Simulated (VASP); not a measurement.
# CuI (F-43m) in VASP: a series of runs, part 2 of 2

VASP 6.6.1.

### Step 4. Single point, PBE-based global hybrid with 35 % exact exchange

Contents of POSCAR:

```
CuI
1.0
    0.0000000000      3.0120291112      3.0120291112
    3.0120291112      0.0000000000      3.0120291112
    3.0120291112      3.0120291112      0.0000000000
Cu I
1 1
Direct
    0.0000000000      0.0000000000      0.0000000000
    0.2500000000      0.2500000000      0.2500000000
```

Contents of INCAR.step1:

```
ALGO = Normal
EDIFF = 1E-5
ENCUT = 520
GGA = PE
ISIF = 2
ISMEAR = 0
LASPH = T
LCHARG = F
LREAL = F
LWAVE = T
NBANDS = 16
NELM = 100
PREC = Accurate
SIGMA = 0.01
```

Contents of INCAR.step2:

```
AEXX = 0.35
ALGO = Normal
EDIFF = 1E-6
ENCUT = 520
GGA = PE
ISIF = 2
ISMEAR = 0
ISTART = 1
LASPH = T
LCHARG = F
LHFCALC = T
LREAL = F
LWAVE = F
NBANDS = 16
NELM = 100
PREC = Accurate
PRECFOCK = Normal
SIGMA = 0.01
```

Contents of KPOINTS:

```
k-points
0
Gamma
  4 4 4
```

Potentials or basis: VASP PAW PBE potentials, release 64 (Cu, I).

Command:

```
$ cat potpaw_PBE.64/Cu/POTCAR potpaw_PBE.64/I/POTCAR > POTCAR
$ cp INCAR.step1 INCAR
$ mpirun -np 1 vasp_std > vasp.out
$ cp INCAR.step2 INCAR
$ mpirun -np 1 vasp_std > vasp.out
```

OUTCAR:

```text
AEXX = 0.35
   EDIFF = 1E-6
   ENCUT = 520
   GGA = PE
   ISIF = 2
   ISMEAR = 0
   ISTART = 1
   LASPH = T
   LHFCALC = T
   LREAL = F
   NELM = 100
   PREC = Accurate
   PRECFOCK = Normal

 ion  position               nearest neighbor table
   1  0.000  0.000  0.000-   2 2.61   2 2.61   2 2.61   2 2.61
   2  0.250  0.250  0.250-   1 2.61   1 2.61   1 2.61   1 2.61

  LATTYP: Found a face centered cubic cell.
 ALAT       =     6.0240582224

  Lattice vectors:

 A1 = (   0.0000000000,   3.0120291112,   3.0120291112)
 A2 = (   3.0120291112,   0.0000000000,   3.0120291112)
 A3 = (   3.0120291112,   3.0120291112,   0.0000000000)

Analysis of symmetry for initial positions (statically):
=====================================================================
 Subroutine PRICEL returns:
 Original cell was already a primitive cell.

 Routine SETGRP: Setting up the symmetry group for a
 face centered cubic supercell.

[... 152 lines left out ...]
  ---------------------------------------------------
  free energy    TOTEN  =        -7.66161343 eV

  energy without entropy =       -7.66161343  energy(sigma->0) =       -7.66161343

 E-fermi :   2.8222     XC(G=0):  -6.3497

 val. band max:        2.7777438468   @ k =   0.0000   0.0000   0.0000
 cond. band min:       6.9962700782   @ k =   0.0000   0.0000   0.0000
 fundamental gap:      4.2185262314
 Fermi energy:         2.8222266341

 k-point     1 :       0.0000    0.0000    0.0000
  band No.  band energies     occupation
      1     -12.4314      2.00000
      2      -1.5539      2.00000
      3      -1.5539      2.00000
      4      -1.5539      2.00000
      5      -0.1371      2.00000
      6      -0.1371      2.00000
[... 129 lines left out ...]
      3      -2.0697      2.00000
      4      -1.2111      2.00000
      5      -0.2161      2.00000
      6      -0.0048      2.00000
[... 8 lines left out ...]
     15      17.9161      0.00000
     16      18.1987      0.00000

------------------------ aborting loop because EDIFF is reached ----------------------------------------

  FORCE on cell =-STRESS in cart. coord.  units (eV):
  Direction    XX          YY          ZZ          XY          YZ          ZX
  --------------------------------------------------------------------------------------
  -------------------------------------------------------------------------------------
  Total        0.4184069      0.4184069      0.4184069      0.0000000      0.0000000      0.0000000
  in kB       12.2659706     12.2659706     12.2659706      0.0000000      0.0000000      0.0000000
  external PRESSURE =      12.2659706 kB  Pullay stress =       0.0000000 kB

 VOLUME and BASIS-vectors are now :
 -----------------------------------------------------------------------------
  energy-cutoff  :      520.00
  volume of cell :       54.65
      direct lattice vectors                 reciprocal lattice vectors
     0.000000000  3.012029111  3.012029111    -0.166001052  0.166001052  0.166001052
     3.012029111  0.000000000  3.012029111     0.166001052 -0.166001052  0.166001052
     3.012029111  3.012029111  0.000000000     0.166001052  0.166001052 -0.166001052

 POSITION                                       TOTAL-FORCE (eV/Angst)
 -----------------------------------------------------------------------------------
      0.00000      0.00000      0.00000         0.000000     -0.000000      0.000000
      1.50601      1.50601      1.50601        -0.000000      0.000000      0.000000
 -----------------------------------------------------------------------------------
    total drift:                                0.000225      0.000152      0.000138

  FREE ENERGIE OF THE ION-ELECTRON SYSTEM (eV)
  ---------------------------------------------------
  free  energy   TOTEN  =        -7.6616134317 eV

  energy  without entropy=       -7.6616134317  energy(sigma->0) =       -7.66161343
```

Run time: 7 min. Hardware: 1 thread of Intel Xeon Platinum 8259CL at 2.50GHz (Skylake/Cascade Lake), shared host; peak memory 0.19 GiB.

What came out:

| Quantity | Value |
| --- | --- |
| Free energy | -7.6616 eV |
| Pressure | 1.2 GPa |
| Band gap on the k mesh | 4.22 eV |

Caveat: the k points lie up to 0.45 Å⁻¹ apart; the PAW data sets were made with another functional, which shifts forces and pressure a little; spin-orbit coupling is left out, which moves the levels of the heavy elements.

### Step 5. Single point, PBE-based global hybrid with 40 % exact exchange

POSCAR is that of step 4.

Contents of INCAR.step1:

```
SYSTEM = CuI
PREC = Accurate ; ENCUT = 520
EDIFF = 1E-5 ; ISMEAR = 0
SIGMA = 0.01 ; LREAL = .FALSE.
LASPH = .TRUE. ; NELM = 60
ALGO = Normal ; ISIF = 2
LWAVE = .TRUE. ; NBANDS = 16
GGA = PE
```

Contents of INCAR.step2:

```
SYSTEM = CuI
PREC = Accurate ; ENCUT = 520
EDIFF = 1E-6 ; ISMEAR = 0
SIGMA = 0.01 ; LREAL = .FALSE.
LASPH = .TRUE. ; NELM = 60
ALGO = Normal ; ISIF = 2
LWAVE = .FALSE. ; LCHARG = .TRUE.
GGA = PE ; LHFCALC = .TRUE.
AEXX = 0.4 ; PRECFOCK = Normal
LELF = .TRUE. ; LVHAR = .TRUE.
NBANDS = 16 ; ISTART = 1
```

Contents of KPOINTS:

```
Automatic mesh
0
G
  4 4 4
  0 0 0
```

Command:

```
$ cat potpaw_PBE.64/Cu/POTCAR potpaw_PBE.64/I/POTCAR > POTCAR
$ cp INCAR.step1 INCAR
$ mpirun -np 1 vasp_std > vasp.out
$ cp INCAR.step2 INCAR
$ mpirun -np 1 vasp_std > vasp.out
```

Wall time 7 min (1 thread of Intel Xeon Platinum 8259CL at 2.50GHz (Skylake/Cascade Lake), shared host); peak memory 0.19 GiB.

Results (log left out):

- Free energy: -8.0061 eV
- Pressure: 1.2 GPa
- Band gap on the k mesh: 4.65 eV

Levels at points of the mesh, in eV from the valence-band top:
```
           k point  band 7  band 8  band 9  band 10  band 11  band 12
(0.00, 0.00, 0.00)    0.00    0.00    0.00     4.65     8.33     8.33
(0.50, 0.00, 0.00)   -2.99   -0.94   -0.94     5.64     8.82     8.82
(0.50, 0.50, 0.00)   -2.77   -2.28   -2.28     5.69     6.23    13.22
```

Caveat: the k points lie up to 0.45 Å⁻¹ apart; the PAW data sets were made with another functional, which shifts forces and pressure a little; spin-orbit coupling is left out, which moves the levels of the heavy elements.

### Step 6. The runs side by side

| level | share of exact exchange | screening parameter | gap on the mesh (eV) | pressure (GPa) |
| --- | --- | --- | --- | --- |
| PBE-based global hybrid with 30 % exact exchange | 0.3 | - | 3.78 | 1.3 |
| PBE-based screened hybrid with 35 % exact exchange | 0.35 | 0.2078 1/Å | 3.21 | 1.6 |
| PBE-based global hybrid with 35 % exact exchange | 0.35 | - | 4.22 | 1.2 |
| PBE-based global hybrid with 40 % exact exchange | 0.4 | - | 4.65 | 1.2 |

Alike in all rows: task single point; potentials or basis VASP PAW PBE potentials, release 64 (Cu, I); no spin polarisation; cell as given; k mesh 4 × 4 × 4; cutoff (eV) 520; smearing gaussian 0.01 eV.

Caveats: all runs use coarse meshes; the PAW data sets were made with another functional, which shifts forces and pressure a little; spin-orbit coupling is left out, which moves the levels of the heavy elements.

Absolute energies hang on the potentials; compare differences alone.
